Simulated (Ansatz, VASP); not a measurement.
## Two plane-wave programs on CrGaC6N6

```
CELL_PARAMETERS angstrom
-0.00093 5.23229 5.23239
5.24412 -0.01215 5.24358
5.23759 5.23687 -0.00551
ATOMIC_POSITIONS crystal
Cr 0.00000 0.00000 0.00000
Ga 0.50000 0.50000 0.50000
C 0.80556 0.19451 0.19476
C 0.19471 0.80519 0.19457
C 0.19484 0.19443 0.80543
C 0.19443 0.80549 0.80524
C 0.80528 0.19481 0.80544
C 0.80515 0.80556 0.19458
N 0.69453 0.30574 0.30569
N 0.30570 0.69369 0.30577
N 0.30568 0.30578 0.69419
N 0.30548 0.69427 0.69430
N 0.69431 0.30631 0.69423
N 0.69432 0.69421 0.30580
```

Change from the starting cell: cell x1, atoms moved at random (sigma 0.05 Å) and cell strained at random (1.5 %), then relaxed without symmetry.

Alike in both runs: functional PBE; k mesh 2 × 2 × 2; occupations gaussian, width 0.1 eV; collinear spin.

Ansatz relaxed the structure, and its values are those at the end. VASP's run is a single point on that final structure, the one shown.

|  | VASP | Ansatz |
| --- | --- | --- |
| version | VASP 6.6.1 | Ansatz 0.2.0 |
| potentials or method | VASP PAW PBE potentials, release 64 (Cr_pv, Ga_d, C, N), cutoff 520 eV | scalar-relativistic, plane waves, PAW |
| valence electrons in the cell | 79 | 81 |

Ansatz gave:

| Quantity | Value |
| --- | --- |
| gap on the k mesh at the Fermi level (eV) | 1.80 |
| least direct gap on the mesh (eV) | 1.81 |
| pressure (GPa) | 0.0 |
| rms of the force components (eV/Å) | 0.001 |
| net moment per atom (μB) | 0.21 |
| size of the moment on the site where the two differ most (μB) | 2.14 |

Problem. What did VASP give for the same quantities?

Solution. gap on the k mesh at the Fermi level (eV): 1.81; least direct gap on the mesh (eV): 1.82; pressure (GPa): 0.5; rms of the force components (eV/Å): 0.217; net moment per atom (μB): 0.21; size of the moment on the site where the two differ most (μB): 2.56.

Site moments also hang on the region over which each program counts them. VASP's potentials hold 79 valence electrons a cell and Ansatz's 81, so a difference there can come from the potentials and not from the codes.

The k mesh is coarse, so the values compare programs but aren't converged. Noted on VASP's run: the standard files for N, O and F lose accuracy on very short bonds.
